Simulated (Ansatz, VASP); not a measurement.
One calculation of SrTiO3, two programs

File INCAR:

```
ALGO = Normal
EDIFF = 1E-8
ENCUT = 520
GGA = PS
GGA_COMPAT = False
ISIF = 2
ISMEAR = -1
LASPH = True
LCHARG = False
LEFG = True
LREAL = False
LWAVE = False
NBANDS = 28
NELM = 120
PREC = Accurate
SIGMA = 0.02
```

The input KPOINTS:

```
k-points
0
Gamma
  8 8 8
```

POSCAR

```
SrTiO3
1.0
    3.9050000000      0.0000000000      0.0000000000
    0.0000000000      3.9050000000      0.0000000000
    0.0000000000      0.0000000000      3.9050000000
Sr Ti O
1 1 3
Direct
    0.0000000000      0.0000000000      0.0000000000
    0.5000000000      0.5000000000      0.5000000000
    0.0000000000      0.5000000000      0.5000000000
    0.5000000000      0.0000000000      0.5000000000
    0.5000000000      0.5000000000      0.0000000000
```

Input for Ansatz:

```yaml
crystal:
  lattice:
    - [3.905, 0.0, 0.0]
    - [0.0, 3.905, 0.0]
    - [0.0, 0.0, 3.905]
  atoms:
    - { symbol: Sr, position: [0.0, 0.0, 0.0] }
    - { symbol: Ti, position: [0.5, 0.5, 0.5] }
    - { symbol: O, position: [0.0, 0.5, 0.5] }
    - { symbol: O, position: [0.5, 0.0, 0.5] }
    - { symbol: O, position: [0.5, 0.5, 0.0] }
kpoints:
  mp_grid: { grid: [8, 8, 8] }
scf:
  occupations: { method: fermi_dirac, width: 0.02 }
hamiltonian:
  xc: pbesol
  pseudopotentials: { kind: paw }
output:
  forces: true
  stress: true
  populations: true
  efg:
    quadrupole_moments_barn: { Sr: 0.305, Ti: 0.247, O: -0.02558 }
    contact_densities: true
```

Alike in both runs: task electric field gradients; functional PBEsol; k mesh 8 × 8 × 8; occupations fermi-dirac, width 0.02 eV; no spin polarisation.

|  | VASP | Ansatz |
| --- | --- | --- |
| version | VASP 6.6.1 | Ansatz 0.2.0 |
| potentials or method | VASP PAW PBE potentials, release 64 (Sr_sv, Ti_sv, O) | plane-wave PAW, scalar-relativistic |
| plane-wave cutoff (eV) | 520 | 420 |
| valence electrons in the cell | 40 | 40 |

```tsv
	VASP	Ansatz	Ansatz less VASP
gap on the k mesh at the Fermi level (eV)	1.80	1.83	+0.031
pressure (GPa)	-1.3	-1.9	-0.65
size of Vzz on the site where it differs most (V/Å²)	9.4	11.0	+1.59
```

VASP's potentials were made for PBE, not for PBEsol.
